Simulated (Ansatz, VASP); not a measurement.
Na: VASP beside Ansatz

```
CELL_PARAMETERS angstrom
-2.18102 2.11750 2.11750
2.11750 -2.18102 2.11750
2.11750 2.11750 -2.18102
ATOMIC_POSITIONS crystal
Na 0.00000 0.00000 0.00000
```

Change from the starting cell: equal xy, yz and zx shear strains of -3 %, PAW files.

Alike in both runs: task electric field gradients; functional PBE; k mesh 12 × 12 × 12; occupations fermi-dirac, width 0.05 eV; no spin polarisation.

```csv
,VASP,Ansatz
version,VASP 6.6.1,Ansatz 0.2.0
potentials or method,"VASP PAW PBE potentials, release 64 (Na_pv)","PAW with Ansatz's default frozen-core files, scalar-relativistic"
plane-wave cutoff (eV),520,420
valence electrons in the cell,7,9
```

|  | VASP | Ansatz | Ansatz less VASP |
| --- | --- | --- | --- |
| pressure (GPa) | -0.2 | -0.2 | 0.00 |
| traceless stress, the component that is largest in VASP (GPa) | 0.15 | 0.15 | -0.002 |
| size of Vzz on the site where it differs most (V/Å²) | 0.7 | 0.7 | +0.04 |

The functional is the same, so the differences come from potentials, cutoffs and numerics. VASP's potentials hold 7 valence electrons a cell and Ansatz's 9, so a difference there can come from the potentials and not from the codes.
